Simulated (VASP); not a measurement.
Here is a VASP 6.6.1 calculation.

File INCAR:

```
SYSTEM = Be3Te2O
PREC     = Accurate       ! precision mode
ENCUT    = 600            ! plane-wave cutoff, eV
EDIFF    = 1E-6           ! SCF threshold, eV
ISMEAR   = 0              ! smearing method
SIGMA    = 0.15           ! smearing width, eV
LREAL    = .False.        ! projectors in reciprocal space
LASPH    = .True.         ! aspherical terms in the spheres
NELM     = 120            ! most SCF steps
ALGO     = Normal         ! electronic algorithm
ISIF     = 2              ! what is computed and relaxed
LWAVE    = .False.        ! write WAVECAR
LCHARG   = .False.        ! write CHGCAR
GGA      = PE             ! functional
NBANDS   = 21             ! bands
GGA_COMPAT= .False.
```

KPOINTS

```
Automatic mesh
0
Gamma
  3 3 3
  0 0 0
```

The input POSCAR:

```
Be3Te2O
1.0
    3.0881884666      1.7829664439      3.3241025816
   -3.0881884666      1.7829664439      3.3241025816
    0.0000000000     -3.5659328835      3.3241025839
Be Te O
3 2 1
Direct
    0.0000000000      0.0000000000      0.5000000000
    0.5000000000      0.0000000000      0.0000000000
    0.0000000000      0.5000000000      0.0000000000
    0.6843612077      0.6843612077      0.6843612077
    0.3156387923      0.3156387923      0.3156387923
    0.0000000000      0.0000000000      0.0000000000
```

Potentials or basis: VASP PAW PBE potentials, release 64 (Be, Te, O).

Launch:

```console
$ cat potpaw_PBE.64/Be/POTCAR potpaw_PBE.64/Te/POTCAR potpaw_PBE.64/O/POTCAR > POTCAR
$ mpirun -np 1 vasp_std > vasp.out
```

What does it give for the pressure?

0.2 GPa.

Estimate the largest force.

0.074 eV/Å.

Predict the band gap on the k mesh.

0.73 eV (least direct gap 1.80 eV).

Forces on the atoms (eV/Å):
```
Be   0.000  0.000  0.000
Be   0.000  0.000  0.000
Be   0.000  0.000  0.000
Te   0.000  0.000 -0.074
Te   0.000  0.000  0.074
O    0.000  0.000  0.000
```

Caveat: the k points lie up to 0.44 Å⁻¹ apart; semilocal functionals underestimate gaps, and a narrow one can read as zero; spin-orbit coupling is left out, which moves the levels of the heavy elements. A k mesh can miss the band edges.
